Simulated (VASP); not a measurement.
# W (Im-3m) in VASP: further runs

The runs below take W through single point, with PBE.

Everything below comes from runs of VASP 6.6.1. Logs are shortened: lines on timing, memory, paths and dates and some standing lists are left out, and cuts for length are marked.

## Step 1: The cell of the first run

The structure is cubic, space group Im-3m (No. 229). Conventional cell: a = 3.183 Å, b = 3.183 Å, c = 3.183 Å, α = 90.00°, β = 90.00°, γ = 90.00°. W (site symmetry m-3m) has 14 W at 2.76 to 3.18 Å within 3.6 Å.

## Step 2: Single point, PBE

Contents of INCAR:

```
SYSTEM = W
PREC = Accurate ; ENCUT = 520
EDIFF = 1E-6 ; ISMEAR = -1
SIGMA = 0.1 ; LREAL = .False.
LASPH = .True. ; NELM = 100
ALGO = Normal ; ISIF = 2
LWAVE = .False. ; LCHARG = .False.
GGA = PE ; NBANDS = 21
```

Contents of KPOINTS:

```
regular mesh
0
Gamma
  13 13 13
  0 0 0
```

Contents of POSCAR:

```
W
1.0
    3.1834481830      0.0000000000      0.0000000000
    0.0000000000      3.1834481830      0.0000000000
    0.0000000000      0.0000000000      3.1834481830
W
2
Direct
    0.0000000000      0.0000000000      0.0000000000
    0.5000000000      0.5000000000      0.5000000000
```

Potentials or basis: VASP PAW PBE potentials, release 64 (W_sv).

Command:

```sh
> cat potpaw_PBE.64/W_sv/POTCAR > POTCAR
> mpirun -np 1 vasp_std > vasp.out
```

OUTCAR:

```text
SYSTEM = W
   PREC = Accurate
   ENCUT = 520
   EDIFF = 1E-6
   ISMEAR = -1
   LREAL = .False.
   LASPH = .True.
   NELM = 100
   ISIF = 2
   GGA = PE

 ion  position               nearest neighbor table
   1  0.000  0.000  0.000-   2 2.76   2 2.76   2 2.76   2 2.76   2 2.76   2 2.76   2 2.76   2 2.76

   2  0.500  0.500  0.500-   1 2.76   1 2.76   1 2.76   1 2.76   1 2.76   1 2.76   1 2.76   1 2.76

  LATTYP: Found a simple cubic cell.
 ALAT       =     3.1834481830

  Lattice vectors:

 A1 = (   3.1834481830,   0.0000000000,   0.0000000000)
 A2 = (   0.0000000000,   3.1834481830,   0.0000000000)
 A3 = (   0.0000000000,   0.0000000000,   3.1834481830)

Analysis of symmetry for initial positions (statically):
=====================================================================
 Subroutine PRICEL returns following result:

  LATTYP: Found a body centered cubic cell.
 ALAT       =     3.1834481830

  Lattice vectors:

 A1 = (   1.5917240915,   1.5917240915,  -1.5917240915)
 A2 = (  -1.5917240915,   1.5917240915,   1.5917240915)
 A3 = (   1.5917240915,  -1.5917240915,   1.5917240915)

   2 primitive cells build up your supercell.

 Routine SETGRP: Setting up the symmetry group for a
 simple cubic supercell.

 Subroutine GETGRP returns: Found 48 space group operations
 (whereof 48 operations were pure point group operations)
 out of a pool of 48 trial point group operations.

The static configuration has the point symmetry O_h .

Analysis of symmetry for dynamics (positions and initial velocities):
=====================================================================
 Subroutine PRICEL returns following result:

  LATTYP: Found a body centered cubic cell.
 ALAT       =     3.1834481830

  Lattice vectors:

 A1 = (   1.5917240915,   1.5917240915,  -1.5917240915)
 A2 = (  -1.5917240915,   1.5917240915,   1.5917240915)
 A3 = (   1.5917240915,  -1.5917240915,   1.5917240915)

   2 primitive cells build up your supercell.

 Routine SETGRP: Setting up the symmetry group for a
 simple cubic supercell.

 Subroutine GETGRP returns: Found 48 space group operations
 (whereof 48 operations were pure point group operations)
 out of a pool of 48 trial point group operations.

The dynamic configuration has the point symmetry O_h .

 Subroutine INISYM returns: Found 48 space group operations
 (whereof 48 operations are pure point group operations),
 and found     2 'primitive' translations

----------------------------------------------------------------------------------------

                                     Primitive cell

  volume of cell :      16.1311

  direct lattice vectors                    reciprocal lattice vectors
     1.591724091  1.591724092 -1.591724091     0.314124793  0.314124793  0.000000000
    -1.591724091  1.591724091  1.591724091    -0.000000000  0.314124793  0.314124793
     1.591724091 -1.591724091  1.591724092     0.314124793  0.000000000  0.314124793

  length of vectors
     2.756946998  2.756946998  2.756946998     0.444239542  0.444239542  0.444239542

  position of ions in fractional coordinates (direct lattice)
     0.000000000  0.000000000  0.000000000

  ion indices of the primitive-cell ions
   primitive index   ion index
                 1           1

----------------------------------------------------------------------------------------

 KPOINTS: regular mesh

Automatic generation of k-mesh.
 Grid dimensions read from file:
 generate k-points for:   13   13   13

 Generating k-lattice:

  Cartesian coordinates                     Fractional coordinates (reciprocal lattice)
     0.024163446  0.000000000  0.000000000     0.076923077  0.000000000  0.000000000
     0.000000000  0.024163446  0.000000000     0.000000000  0.076923077  0.000000000
     0.000000000  0.000000000  0.024163446     0.000000000  0.000000000  0.076923077

  Length of vectors
     0.024163446  0.024163446  0.024163446

  Shift w.r.t. Gamma in fractional coordinates (k-lattice)
     0.000000000  0.000000000  0.000000000

 Subroutine IBZKPT returns following result:
 ===========================================

 Found     84 irreducible k-points:

 Following reciprocal coordinates:
            Coordinates               Weight
  0.000000  0.000000  0.000000      1.000000
  0.076923  0.000000  0.000000      6.000000
  0.153846  0.000000  0.000000      6.000000
  0.230769  0.000000  0.000000      6.000000
  0.307692  0.000000  0.000000      6.000000
  0.384615  0.000000  0.000000      6.000000
[... 16 lines left out ...]
  0.307692  0.307692  0.000000     12.000000
  0.384615  0.307692  0.000000     24.000000
 [... further k-points ...]
   k-points           NKPTS =     84   k-points in BZ     NKDIM =     84   number of bands    NBANDS=     21
   number of dos      NEDOS =    301   number of ions     NIONS =      2
   total plane-waves  NPLWV =  13824
   dimension x,y,z NGX =    24 NGY =   24 NGZ =   24
   dimension x,y,z NGXF=    48 NGYF=   48 NGZF=   48
   ions per type =               2
   NGX,Y,Z   is equivalent  to a cutoff of  12.53, 12.53, 12.53 a.u.
   NGXF,Y,Z  is equivalent  to a cutoff of  25.07, 25.07, 25.07 a.u.
 SYSTEM =  W
   PREC   = accura    normal or accurate (medium, high low for compatibility)
   ISTART =      0    job   : 0-new  1-cont  2-samecut
   ICHARG =      2    charge: 1-file 2-atom 10-const
   ISPIN  =      1    spin polarized calculation?
   LNONCOLLINEAR =      F non collinear calculations
   LSORBIT =      F    spin-orbit coupling
   LASPH  =      T    aspherical Exc in radial PAW
   ENCUT  =  520.0 eV  38.22 Ry    6.18 a.u.   5.92  5.92  5.92*2*pi/ulx,y,z
   NELM   =    100;   NELMIN=  2; NELMDL= -5     # of ELM steps
   EDIFF  = 0.1E-05   stopping-criterion for ELM
   LREAL  =      F    real-space projection
   EDIFFG = 0.1E-04   stopping-criterion for IOM
   NSW    =      0    number of steps for IOM
   IBRION =     -1    ionic relax: 0-MD 1-quasi-New 2-CG
   NFREE  =      0    steps in history (QN), initial steepest desc. (CG)
   ISIF   =      2    stress and relaxation
   ISYM   =      2    0-nonsym 1-usesym 2-fastsym
   POTIM  = 0.5000    time-step for ionic-motion
   TEBEG  =    0.0;   TEEND  =   0.0 temperature during run
   PSTRESS=    0.0 pullay stress
   NELECT =      28.0000    total number of electrons
   NUPDOWN=      -1.0000    fix difference up-down
   EMIN   =  10.00;   EMAX   =-10.00  energy-range for DOS
   EFERMI =   0.00;   METHOD = LEGACY
   ISMEAR =    -1;   SIGMA  =   0.10  broadening in eV -4-tet -1-fermi 0-gaus
   EFERMI_NEDOS =   21; number of points for ismear=-14 and -15
   IALGO  =     38    algorithm
   IMIX   =      4    mixing-type and parameters
     AMIX     =   0.40;   BMIX     =  1.00
     AMIX_MAG =   1.60;   BMIX_MAG =  1.00
  volume/ion in A,a.u.               =      16.13       108.86
  Fermi-wavevector in a.u.,A,eV,Ry     =   1.561576  2.950950 33.178063  2.438519
  Thomas-Fermi vector in A             =   2.664621
   LORBIT       =      0    0 simple, 1 ext, 2 COOP (PROOUT), +10 PAW based schemes
   GGA     = PE    functional components
   LHFCALC =     F    Hartree Fock is set to
   AEXX    =    0.0000 exact exchange contribution
   IVDW    =     0    specifies the selected vdW correction
   LEPSILON=     F    determine dielectric tensor
   LRPA    =     F    only Hartree local field effects (RPA)
 non-spin polarized calculation
  energy-cutoff  :      520.00
  volume of cell :       32.26
 maximum number of plane-waves:       895
 NGX is ok and might be reduce to    24
   NGX = 11   NGY = 11   NGZ = 11

 number of electron      27.9999994 magnetization

 Free energy of the ion-electron system (eV)
  ---------------------------------------------------
  ext. energy  EPLUGINS =         0.00000000
  ---------------------------------------------------
  free energy    TOTEN  =       -25.92696761 eV

  energy without entropy =      -25.89931522  energy(sigma->0) =      -25.91314141

 E-fermi :  11.1870     XC(G=0): -13.5418

 val. band max:       11.1104978895   @ k =   0.3077   0.0769   0.0769
 cond. band min:      11.2026831301   @ k =   0.4615   0.0769   0.0769
 fundamental gap:      0.0921852406
 Fermi energy:        11.1869772633

 k-point     1 :       0.0000    0.0000    0.0000
  band No.  band energies     occupation
      1     -63.0125      2.00000
      2     -62.7959      2.00000
      3     -27.4532      2.00000
      4     -27.4532      2.00000
      5     -27.4532      2.00000
      6     -26.5998      2.00000
[... 13 lines left out ...]
     20      19.2991      0.00000
     21      19.2991      0.00000

 k-point     2 :       0.0769    0.0000    0.0000
  band No.  band energies     occupation
      1     -63.0090      2.00000
      2     -62.7985      2.00000
      3     -27.4534      2.00000
      4     -27.4404      2.00000
      5     -27.4404      2.00000
      6     -26.6260      2.00000
[... 13 lines left out ...]
     20      18.8081      0.00000
     21      20.0917      0.00000

 k-point     3 :       0.1538    0.0000    0.0000
  band No.  band energies     occupation
      1     -62.9986      2.00000
      2     -62.8066      2.00000
      3     -27.4519      2.00000
      4     -27.4030      2.00000
      5     -27.4030      2.00000
      6     -26.7004      2.00000
[... 13 lines left out ...]
     20      17.6826      0.00000
     21      21.6912      0.00000
[... 457 lines left out ...]
 k-point    23 :       0.3077    0.3077    0.0000
  band No.  band energies     occupation
      1     -62.9287      2.00000
      2     -62.8586      2.00000
      3     -27.7008      2.00000
      4     -27.4429      2.00000
      5     -27.1482      2.00000
      6     -26.8908      2.00000
[... 13 lines left out ...]
     20      17.4686      0.00000
     21      21.4230      0.00000

 k-point    24 :       0.3846    0.3077    0.0000
  band No.  band energies     occupation
      1     -62.9140      2.00000
      2     -62.8701      2.00000
      3     -27.7240      2.00000
      4     -27.5643      2.00000
      5     -27.0928      2.00000
      6     -26.9201      2.00000
[... 13 lines left out ...]
     20      16.7522      0.00000
     21      21.9438      0.00000

 [... further k-points ...]

------------------------ aborting loop because EDIFF is reached ----------------------------------------

  FORCE on cell =-STRESS in cart. coord.  units (eV):
  Direction    XX          YY          ZZ          XY          YZ          ZX
  --------------------------------------------------------------------------------------
  -------------------------------------------------------------------------------------
  Total        0.0999618      0.0999618      0.0999618     -0.0000000     -0.0000000     -0.0000000
  in kB        4.9642250      4.9642250      4.9642250     -0.0000000     -0.0000000     -0.0000000
  external PRESSURE =       4.9642250 kB  Pullay stress =       0.0000000 kB

 VOLUME and BASIS-vectors are now :
 -----------------------------------------------------------------------------
  energy-cutoff  :      520.00
  volume of cell :       32.26
      direct lattice vectors                 reciprocal lattice vectors
     3.183448183  0.000000000  0.000000000     0.314124793  0.000000000  0.000000000
     0.000000000  3.183448183  0.000000000     0.000000000  0.314124793  0.000000000
     0.000000000  0.000000000  3.183448183     0.000000000  0.000000000  0.314124793

 POSITION                                       TOTAL-FORCE (eV/Angst)
 -----------------------------------------------------------------------------------
      0.00000      0.00000      0.00000        -0.000000     -0.000000     -0.000000
      1.59172      1.59172      1.59172         0.000000      0.000000      0.000000
 -----------------------------------------------------------------------------------
    total drift:                                0.000000      0.000000     -0.000000

  FREE ENERGIE OF THE ION-ELECTRON SYSTEM (eV)
  ---------------------------------------------------
  free  energy   TOTEN  =       -25.9269676069 eV

  energy  without entropy=      -25.8993152229  energy(sigma->0) =      -25.91314141
```

Wall time 49 s (1 thread of AMD EPYC 7R13, shared host); peak memory 0.14 GiB.

What came out:

| Property | Result |
| --- | --- |
| Free energy | -25.9270 eV |
| Pressure | 0.5 GPa |
| Band gap on the k mesh | zero (bands 14 and 15 overlap by 0.83 eV) |

Caveat: spin-orbit coupling is left out, which moves the levels of the heavy elements.

## Step 3: Single point, PBE

Contents of INCAR:

```
ALGO     = Normal         # electronic algorithm
EDIFF    = 1E-6           # SCF threshold, eV
ENCUT    = 520            # plane-wave cutoff, eV
GGA      = PE             # functional
ISIF     = 2              # what is computed and relaxed
ISMEAR   = -1             # smearing method
LASPH    = True           # aspherical terms in the spheres
LCHARG   = True           # write CHGCAR
LELF     = True           # ELF
LREAL    = False          # projectors in reciprocal space
LVHAR    = True         
LWAVE    = False          # write WAVECAR
NBANDS   = 21             # bands
NELM     = 100            # most SCF steps
PREC     = Accurate       # precision mode
SIGMA    = 0.1            # smearing width, eV
```

Contents of KPOINTS:

```
k-points
0
Gamma
  13 13 13
```

POSCAR is that of step 2.

Potentials or basis: VASP PAW PBE potentials, release 64 (W_sv).

Command:

```sh
> cat potpaw_PBE.64/W_sv/POTCAR > POTCAR
> mpirun -np 1 vasp_std > vasp.out
```

Wall time 64 s (1 thread of AMD EPYC 7R13, shared host); peak memory 0.14 GiB.

Results (log left out):

* Free energy: -25.9270 eV
* Pressure: 0.5 GPa
* Band gap on the k mesh: zero (bands 14 and 15 overlap by 0.83 eV)

Levels at points of the mesh, in eV from the Fermi level:
```tsv
k point	band 12	band 13	band 14	band 15	band 16	band 17
(0.00, 0.00, 0.00)	-1.19	-1.19	-1.19	2.23	2.23	5.05
```

Caveat: spin-orbit coupling is left out, which moves the levels of the heavy elements.

The gap in the log of VASP goes by the Fermi energy; the results here count the filled bands.